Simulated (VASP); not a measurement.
Crystal: TiO2.

```xyz
12
Lattice="4.5453 0.0000 0.0000 0.0000 5.5196 0.0000 0.0000 0.0000 4.9092" Properties=species:S:1:pos:R:3 pbc="T T T"
Ti    0.0000    0.9548    3.6819
Ti    2.2727    1.8050    1.2273
Ti    0.0000    4.5648    1.2273
Ti    2.2727    3.7147    3.6819
O     1.2338    2.1070    4.5098
O     3.5065    0.6528    0.3994
O     1.0388    0.6528    2.0552
O     3.3115    2.1070    2.8540
O     1.2338    3.4126    2.0552
O     3.5065    4.8668    2.8540
O     1.0388    4.8668    4.5098
O     3.3115    3.4126    0.3994
```

Base run:

| Item | Value |
| --- | --- |
| Program | VASP 6.6.1 |
| Functional | PBEsol |
| Potentials or basis | VASP PAW PBE potentials, release 64 (Ti_sv, O) |
| Cutoff | 520 eV |
| k mesh | 6 × 5 × 6 |
| Occupations | fermi-dirac, width 0.05 eV |
| Spin | no spin polarisation |
| Hubbard terms | Ti d U = 3.0 eV |

Its results: band gap on the k mesh 2.91 eV (least direct gap 2.99 eV); pressure 3.6 GPa; largest force 0.397 eV/Å.

**Question.** After a change of settings the same cell gave: band gap on the k mesh 3.31 eV (least direct gap 3.41 eV); pressure 9.7 GPa; largest force 0.852 eV/Å. Which change was it?
A. functional from PBEsol to PBE
B. functional from PBEsol to PBE; hubbard terms from Ti d U = 3.0 eV to Ti d U = 2.0 eV
C. hubbard terms from Ti d U = 3.0 eV to Ti d U = 6.0 eV

**Answer.** C.

Caveats: the cell stands under pressure; the PAW data sets were made with another functional, which shifts forces and pressure a little; an odd mesh through Γ misses points on the zone boundary, where band edges can lie.
